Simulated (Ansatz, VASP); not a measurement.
# Ta in VASP and in Ansatz

File INCAR:

```
PREC = Accurate
ENCUT = 520
EDIFF = 1E-6
ISMEAR = 0
SIGMA = 0.1
LREAL = F
LASPH = T
NELM = 80
ALGO = Fast
ISIF = 2
LWAVE = F
LCHARG = F
GGA = PE
NBANDS = 18
```

Contents of KPOINTS:

```
regular mesh
0
Gamma
  16 16 16
```

The input POSCAR:

```
Ta
1.0
    3.3190623908      0.0000000000      0.0000000000
    0.0000000000      3.3190623908      0.0000000000
    0.0000000000      0.0000000000      3.2526811430
Ta
2
Direct
    0.0000000000      0.0000000000      0.0000000000
    0.5000000000      0.5000000000      0.5000000000
```

Input for Ansatz:

```yaml
crystal:
  lattice:
    - [3.3190623908, 0.0, 0.0]
    - [0.0, 3.3190623908, 0.0]
    - [0.0, 0.0, 3.252681143]
  atoms:
    - { symbol: Ta, position: [0.0, 0.0, 0.0] }
    - { symbol: Ta, position: [0.5, 0.5, 0.5] }
basis:
  ecutwfc: 420
kpoints:
  mp_grid: { grid: [16, 16, 16] }
hamiltonian:
  xc: pbe
scf:
  occupations: { method: gaussian, width: 0.1 }
output:
  forces: true
  stress: true
  eigenvalues: true
```

Change from the starting cell: strain along c alone, the other axes held, atoms relaxed: -2.0 %.

Alike in both runs: task single point; functional PBE; k mesh 16 × 16 × 16; occupations gaussian, width 0.1 eV; no spin polarisation.

|  | VASP | Ansatz |
| --- | --- | --- |
| version | VASP 6.6.1 | Ansatz 0.2.0 |
| potentials or method | VASP PAW PBE potentials, release 64 (Ta_pv), cutoff 520 eV | scalar-relativistic, plane waves, PAW |
| valence electrons in the cell | 22 | 26 |

Ansatz gave:

```
gap on the k mesh at the Fermi level (eV)                     : none
pressure (GPa)                                                : 4.2
traceless stress, the component that is largest in VASP (GPa) : 1.42
```

Task: Estimate VASP's values.

Result: gap on the k mesh at the Fermi level (eV): none; pressure (GPa): 4.3; traceless stress, the component that is largest in VASP (GPa): 1.42.

A gap of «none» marks a metal or a gap that the smearing closes. VASP's potentials hold 22 valence electrons a cell and Ansatz's 26, so a difference there can come from the potentials and not from the codes.

Neither program's run includes spin-orbit coupling.
